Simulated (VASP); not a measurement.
Be2Hg:

```xyz
3
Lattice="-1.6417 1.6417 3.5063 1.6417 -1.6417 3.5063 1.6417 1.6417 -3.5063" Properties=species:S:1:pos:R:3 pbc="T T T"
Be    0.0000    0.0000    2.3436
Be    0.0000    0.0000    4.6689
Hg    0.0000    0.0000    0.0000
```

- Program: VASP 6.6.1
- Task: relaxation of cell and atoms
- Functional: PBE
- Potentials or basis: VASP PAW PBE potentials, release 64 (Be, Hg)
- Cutoff: 600 eV
- k mesh: 18 × 18 × 18
- Occupations: gaussian, width 0.1 eV
- Spin: no spin polarisation

At the start: pressure 7.1 GPa; volume 12.60 Å³/atom.

Q: Where does the relaxation end?

A: Over 16 steps the energy falls by 37.6 meV/atom and the volume is 13.13 Å³/atom (+4.2 %); space group I4/mmm (No. 139, to 0.1 Å) before and after.

The path:
```
step  energy change (eV)  largest force (eV/Å)  pressure (GPa)  volume (Å³)
   1              0.0000                0.1892            7.13        37.80
   2             -0.0851                0.1932           -2.83        40.91
   3             -0.0919                0.1352           -0.82        40.17
   4             -0.0920                0.1403           -1.02        40.22
   5             -0.0990                0.1516           -0.49        39.87
   6             -0.1038                0.1888            0.18        39.44
   7             -0.0995                0.2181            1.93        38.56
   8             -0.1051                0.2054            0.54        39.20
   9             -0.1106                0.1188            0.12        39.32
  10             -0.1124                0.0451           -0.21        39.41
  11             -0.1124                0.0314           -0.25        39.43
  12             -0.1126                0.0178            0.29        39.26
  13             -0.1128                0.0025            0.09        39.33
  14             -0.1128                0.0030            0.07        39.33
  15             -0.1128                0.0036            0.07        39.33
  16             -0.1128                0.0002           -0.04        39.38
```

Final structure:
```
Be Hg
1.0
    -1.61868    1.61868    3.75699
     1.61868   -1.61868    3.75699
     1.61868    1.61868   -3.75699
Be Hg
2 1
Direct
  0.32794 0.32794 0.00000
  0.67206 0.67206 0.00000
  0.00000 0.00000 0.00000
```
